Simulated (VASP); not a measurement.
# Ga3Bi2N3: single point with PBE

Crystal: Ga3Bi2N3.

```
CELL_PARAMETERS angstrom
6.94276 0.00000 0.00000
-3.47138 6.01260 0.00000
0.00000 0.00000 3.07884
ATOMIC_POSITIONS crystal
Ga 0.58864 0.79432 0.00000
Ga 0.20568 0.79432 0.00000
Ga 0.20568 0.41136 0.00000
Bi 0.00000 0.00000 0.50000
Bi 0.66667 0.33333 0.00000
N 0.04788 0.52394 0.50000
N 0.47606 0.52394 0.50000
N 0.47606 0.95212 0.50000
```

The cell was built from a structure type or drawn by symmetry, and may not be a known phase.

```yaml
Program: VASP 6.6.1
Task: single point
Functional: PBE
Potentials_or_basis: VASP PAW PBE potentials, release 64 (Ga_d, Bi_d, N)
Cutoff: 600 eV
k_mesh: 3 × 3 × 6
Occupations: gaussian, width 0.1 eV
Spin: no spin polarisation
Dipole_correction: no
Further_INCAR_settings: ALGO = Normal; EDIFF = 1e-06; NBANDS = 52
```

The pressure is -0.2 GPa. The largest force is 0.260 eV/Å and the band gap on the k mesh is zero (bands 42 and 43 overlap by 0.90 eV).

Forces in eV/Å, atoms in the order of the input:
```
Ga  -0.225 -0.130  0.000
Ga   0.225 -0.130  0.000
Ga   0.000  0.260  0.000
Bi   0.000  0.000  0.000
Bi   0.000  0.000  0.000
N   -0.040 -0.023  0.000
N    0.040 -0.023  0.000
N    0.000  0.046  0.000
```

Stress tensor (GPa, compression positive):
```
 2.53  0.00  0.00
 0.00  2.53  0.00
 0.00  0.00 -5.72
```

Levels at points of the mesh, in eV from the Fermi level:
```tsv
k point	band 38	band 39	band 40	band 41	band 42	band 43	band 44	band 45	band 46	band 47
(0.00, 0.00, 0.00)	-1.30	-1.30	-1.29	-1.29	-0.21	-0.21	-0.08	2.56	3.91	3.91
(0.00, 0.00, 0.50)	-2.51	-2.51	-1.35	-1.31	-1.31	-0.66	0.95	0.95	2.00	2.06
```

Wall time 3.8 min on 1 thread of Intel Xeon 8259CL, with other jobs on the host, peak memory 0.33 GiB.

Caveat: spin-orbit coupling is left out, which moves the levels of the heavy elements.
